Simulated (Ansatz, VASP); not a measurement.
**One calculation of Ga, two programs**

```
Ga
1.0
    -2.97550    2.97550    2.97550
     2.97550   -2.97550    2.97550
     2.97550    2.97550   -2.97550
Ga
6
Direct
  0.25000 0.62500 0.37500
  0.37500 0.25000 0.62500
  0.75000 0.87500 0.12500
  0.12500 0.75000 0.87500
  0.62500 0.37500 0.25000
  0.87500 0.12500 0.75000
```

Alike in both runs: task single point; functional PBEsol; k mesh 6 × 6 × 6; occupations fermi-dirac, width 0.15 eV; no spin polarisation.

|  | VASP | Ansatz |
| --- | --- | --- |
| version | VASP 6.6.1 | Ansatz 0.2.0 |
| potentials or method | VASP PAW PBE potentials, release 64 (Ga_d), cutoff 520 eV | plane waves, PAW |
| valence electrons in the cell | 78 | 78 |

|  | VASP | Ansatz | Ansatz less VASP |
| --- | --- | --- | --- |
| pressure (GPa) | 0.6 | 0.5 | -0.09 |

VASP's potentials were made for PBE, not for PBEsol. The functional is the same, so the differences come from potentials, cutoffs and numerics.
